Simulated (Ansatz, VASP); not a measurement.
NaH: VASP beside Ansatz

```
Na H
1.0
     0.00000    2.39751    2.39751
     2.39751    0.00000    2.39751
     2.39751    2.39751    0.00000
Na H
1 1
Direct
  0.00000 0.00000 0.00000
  0.50000 0.50000 0.50000
```

Alike in both runs: task single point; functional PBE; k mesh 6 × 6 × 6; occupations methfessel-paxton of order 1, width 0.5 eV; no spin polarisation.

```csv
,VASP,Ansatz
version,VASP 6.6.1,Ansatz 0.2.0
potentials or method,"VASP PAW PBE potentials, release 64 (Na_pv, H)",plane waves
plane-wave cutoff (eV),500,420
valence electrons in the cell,8,10
```

|  | VASP | Ansatz | Ansatz less VASP |
| --- | --- | --- | --- |
| pressure (GPa) | 0.5 | 0.6 | +0.09 |

The functional is the same, so the differences come from potentials, cutoffs and numerics. VASP's potentials hold 8 valence electrons a cell and Ansatz's 10, so a difference there can come from the potentials and not from the codes.
